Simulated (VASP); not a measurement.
Here is a VASP 6.6.1 calculation.

Contents of INCAR:

```
  ALGO = Normal
  DIPOL = 0.5 0.5 0.500
  EDIFF = 1E-6
  ENCUT = 520
  GGA = PS
  IDIPOL = 3
  ISIF = 2
  ISMEAR = 0
  LASPH = True
  LCHARG = False
  LDIPOL = True
  LREAL = False
  LWAVE = False
  NBANDS = 50
  NELM = 100
  PREC = Accurate
  SIGMA = 0.05
```

The input KPOINTS:

```
k-points
0
Gamma
  9 9 1
```

POSCAR

```
SnSe
1.0
    4.2041099673      0.0000000000      0.0000000000
   -2.1020549836      3.6408660320      0.0000000000
    0.0000000000      0.0000000000     27.0142449494
Se Sn
4 4
Direct
    0.3333333333      0.6666666667      0.2765307632
    0.0000000000      0.0000000000      0.4075850346
    0.6666666667      0.3333333333      0.5397962845
    0.3333333333      0.6666666667      0.6716834110
    0.6666666667      0.3333333333      0.3269121303
    0.3333333333      0.6666666667      0.4602687995
    0.0000000000      0.0000000000      0.5927482908
    0.6666666667      0.3333333333      0.7244752861
```

Potentials or basis: VASP PAW PBE potentials, release 64 (Se, Sn_d).

Launch:

```sh
$ cat potpaw_PBE.64/Se/POTCAR potpaw_PBE.64/Sn_d/POTCAR > POTCAR
$ mpirun -np 1 vasp_std > vasp.out
```

(1) Estimate the band gap on the k mesh.

(2) Estimate the largest force.

## Answers

(1) zero (bands 40 and 41 overlap by 0.17 eV).

(2) 0.025 eV/Å.

Caveat: the PAW data sets were made with another functional, which shifts forces and pressure a little; spin-orbit coupling is left out, which moves the levels of the heavy elements.
